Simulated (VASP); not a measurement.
Crystal: Gd.

```
Gd
1.0
     3.48415    0.00000    0.00000
    -1.74208    3.01737    0.00000
     0.00000    0.00000    5.58672
Gd
2
Direct
  0.33333 0.66667 0.25000
  0.66667 0.33333 0.75000
```

Base run:

```yaml
Program: VASP 6.6.1
Functional: LDA
Potentials_or_basis: VASP PAW PBE potentials, release 64 (Gd)
Cutoff: 520 eV
k_mesh: 10 × 10 × 6
Occupations: gaussian, width 1 eV
Spin: collinear spin, ferromagnetic start
Starting_moments: "[7.214, 7.214] μB"
```

Its results: pressure 2.7 GPa; net moment 14.16 μB per cell; site moments Gd +6.69 μB.

Q: The run is repeated on the same cell with these changes: occupations from gaussian, width 1 eV to fermi-dirac, width 0.6 eV. What comes out?

A: Pressure 4.6 GPa; net moment 13.67 μB per cell; site moments Gd +6.45 μB.

Caveats: the highest band is partly filled, so the run has too few bands; so wide a smearing shifts energies and pressures; the PAW data sets were made with another functional, which shifts forces and pressure a little; the cell stands under pressure (at least some runs).
